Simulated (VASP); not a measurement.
Te2Au, 3 atoms in the cell. Symmetry: P-3m1, No. 164, trigonal system. Conventional cell: a = 4.006 Å, b = 4.006 Å, c = 4.813 Å, α = 90.00°, β = 90.00°, γ = 120.00°. Within 3.7 Å of Te (site symmetry 3m) lie 3 Au at 2.72 Å and 6 Te at 3.03 to 3.67 Å. Within 3.6 Å of Au (site symmetry -3m) lie 6 Te at 2.72 Å. 

| Property | Result |
| --- | --- |
| Program | VASP 6.6.1 |
| Task | single point |
| Functional | PBEsol |
| Potentials or basis | VASP PAW PBE potentials, release 64 (Te, Au) |
| Cutoff | 520 eV |
| k mesh | 12 × 12 × 8 |
| Occupations | gaussian, width 0.1 eV |
| Spin | no spin polarisation |
| Dipole correction | no |
| Further INCAR settings | ALGO = Normal; EDIFF = 1e-06; NBANDS = 18 |

Potentials or basis: VASP PAW PBE potentials, release 64 (Te, Au).

The run is started by

```console
$ cat potpaw_PBE.64/Te/POTCAR potpaw_PBE.64/Au/POTCAR > POTCAR
$ mpirun -np 1 vasp_std > vasp.out
```

Hardware: 1 thread of AMD EPYC 9R45 96-Core Processor (Zen 5), with other jobs on the host.

**Question.** How long does it take, and how much memory?

**Answer.** Run time: 68 s on 1 thread of AMD EPYC 9R45 96-Core Processor (Zen 5), with other jobs on the host, peak memory 0.26 GiB. Counts: scf iterations 12, k points 131.
